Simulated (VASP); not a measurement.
Input of a VASP 6.6.1 run:

File INCAR:

```
SYSTEM = SrTiO3
ALGO = Normal ; EDIFF = 1E-6
ENCUT = 520 ; GGA = PE
ISIF = 2 ; ISMEAR = 0
LASPH = .True. ; LCHARG = .True.
LELF = .True. ; LREAL = .False.
LVHAR = .True. ; LWAVE = .False.
NBANDS = 28 ; NELM = 100
PREC = Accurate ; SIGMA = 0.05
```

Contents of KPOINTS:

```
k-points
0
Gamma
  8 8 8
  0 0 0
```

POSCAR

```
SrTiO3
1.0
    4.0678392166      0.7695912031      0.7695912031
    0.7695912031      4.0678392166      0.7695912031
    0.7695912031      0.7695912031      4.0678392166
Sr Ti O
1 1 3
Direct
    0.0000000000      0.0000000000      0.0000000000
    0.5000000000      0.5000000000      0.5000000000
    0.0000000000      0.5000000000      0.5000000000
    0.5000000000      0.0000000000      0.5000000000
    0.5000000000      0.5000000000      0.0000000000
```

Potentials or basis: VASP PAW PBE potentials, release 64 (Sr_sv, Ti_sv, O).

Launch:

```bash
$ cat potpaw_PBE.64/Sr_sv/POTCAR potpaw_PBE.64/Ti_sv/POTCAR potpaw_PBE.64/O/POTCAR > POTCAR
$ mpirun -np 1 vasp_std > vasp.out
```

**Question.** Predict the pressure.

**Answer.** 17.3 GPa.

**Question.** What does it give for the band gap on the k mesh?

**Answer.** Zero (band 20 reaches 5.76 eV, above the bottom of band 21 at 4.87 eV).

Stress tensor (GPa, compression positive):
```
 17.29 -33.76 -33.76
-33.76  17.29 -33.76
-33.76 -33.76  17.29
```

Caveat: semilocal functionals often make such compounds metallic where correlation or magnetic order opens a gap, which also shifts bond lengths.
